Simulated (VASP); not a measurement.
TiAl, 2 atoms in the cell. Symmetry: P4/mmm, No. 123, tetragonal system. Conventional cell: a = 2.683 Å, b = 2.683 Å, c = 4.242 Å, α = 90.00°, β = 90.00°, γ = 90.00°. Ti (site symmetry 4/mmm) has 4 Ti at 2.68 Å and 8 Al at 2.85 Å within 3.5 Å. Al (site symmetry 4/mmm) has 4 Al at 2.68 Å and 8 Ti at 2.85 Å within 3.5 Å.  This cell differs from its parent crystal: biaxial strain in the a-b plane: -4.5 %, then relaxed in part.

| Item | Value |
| --- | --- |
| Program | VASP 6.6.1 |
| Task | single point |
| Functional | r2SCAN |
| Potentials or basis | VASP PAW PBE potentials, release 64 (Ti_sv, Al) |
| Cutoff | 520 eV |
| k mesh | 18 × 18 × 14 |
| Occupations | gaussian, width 0.1 eV |
| Spin | no spin polarisation |
| Dipole correction | no |
| Further INCAR settings | ALGO = Normal; EDIFF = 1e-06; NBANDS = 14 |

Potentials or basis: VASP PAW PBE potentials, release 64 (Ti_sv, Al).

Launch:

```sh
$ cat potpaw_PBE.64/Ti_sv/POTCAR potpaw_PBE.64/Al/POTCAR > POTCAR
$ cp INCAR.step1 INCAR
$ mpirun -np 1 vasp_std > vasp.out
$ cp INCAR.step2 INCAR
$ mpirun -np 1 vasp_std > vasp.out
```

Hardware: 1 thread of AMD EPYC 7R43 64-Core Processor (Zen 3) (shared host).

Problem. Estimate the wall time of this run.

Solution. Run time: 7.6 min on 1 thread of AMD EPYC 7R43 64-Core Processor (Zen 3), with other jobs on the host, peak memory 0.26 GiB. Counts: k points 440.
